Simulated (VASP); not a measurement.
InTe4:

```
In Te
1.0
     5.83825    0.00000    0.00000
    -2.91912    5.05607    0.00000
     0.00000    0.00000    5.34601
In Te
1 4
Direct
  0.00000 0.00000 0.50000
  0.50000 0.00000 0.00000
  0.00000 0.50000 0.00000
  0.50000 0.50000 0.00000
  0.00000 0.00000 0.00000
```

The cell was generated, and may not be a known phase.

| Quantity | Value |
| --- | --- |
| Program | VASP 6.6.1 |
| Task | relaxation of cell and atoms |
| Functional | PBE |
| Potentials or basis | VASP PAW PBE potentials, release 64 (In_d, Te) |
| Cutoff | 600 eV |
| k mesh | 3 × 3 × 4 |
| Occupations | gaussian, width 0.1 eV |
| Spin | no spin polarisation |

At the start: pressure 19.0 GPa; volume 31.56 Å³/atom.

Where does the relaxation end?

Over 6 steps the energy falls by 486.6 meV/atom and the volume is 42.75 Å³/atom (+35.4 %); space group P6/mmm (No. 191, to 0.1 Å) before and after.

Step by step:
```tsv
step	energy change (eV)	largest force (eV/Å)	pressure (GPa)	volume (Å³)
1	0.0000	0.0000	18.98	157.81
2	-1.2993	0.0000	-3.78	258.76
3	-2.2919	0.0000	0.51	205.91
4	-2.2922	0.0000	0.69	204.87
5	-2.4294	0.0000	0.10	212.02
6	-2.4328	0.0000	0.03	213.73
```

Final structure:
```
In Te
1.0
     6.42906    0.00000    0.00000
    -3.21453    5.56773    0.00000
     0.00000    0.00000    5.97104
In Te
1 4
Direct
  0.00000 0.00000 0.50000
  0.50000 0.00000 0.00000
  0.00000 0.50000 0.00000
  0.50000 0.50000 0.00000
  0.00000 0.00000 0.00000
```

Caveat: the k points lie up to 0.38 Å⁻¹ apart in the final cell, too coarse for converged energies and pressures of a metal; the volume moved by over 15 % at a fixed basis, so the end points are rough.
